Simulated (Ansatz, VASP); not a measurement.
**Two plane-wave programs on WS2**

```
CELL_PARAMETERS angstrom
3.15320 0.00000 0.00000
-1.57660 2.73075 0.00000
0.00000 0.00000 12.32300
ATOMIC_POSITIONS crystal
W 0.33333 0.66667 0.25000
W 0.66667 0.33333 0.75000
S 0.33333 0.66667 0.62206
S 0.66667 0.33333 0.12206
S 0.33333 0.66667 0.87794
S 0.66667 0.33333 0.37794
```

Alike in both runs: functional PBE; k mesh 12 × 12 × 3; no spin polarisation.

Ansatz relaxed the structure, and its values are those at the end. VASP's run is a single point on that final structure, the one shown.

|  | VASP | Ansatz |
| --- | --- | --- |
| version | VASP 6.6.1 | Ansatz 0.2.0 |
| potentials or method | VASP PAW PBE potentials, release 64 (W_sv, S) | scalar-relativistic, plane waves, PAW |
| plane-wave cutoff (eV) | 520 | 420 |
| occupations | gaussian, width 0.01 eV | fixed |
| valence electrons in the cell | 52 | 52 |

|  | VASP | Ansatz | Ansatz less VASP |
| --- | --- | --- | --- |
| gap on the k mesh at the Fermi level (eV) | 0.99 | 0.97 | -0.016 |
| least direct gap on the mesh (eV) | 1.85 | 1.85 | -0.003 |
| pressure (GPa) | 3.8 | 3.8 | +0.04 |

Ansatz's warnings: stress scf threshold loose.

Neither program's run includes spin-orbit coupling.
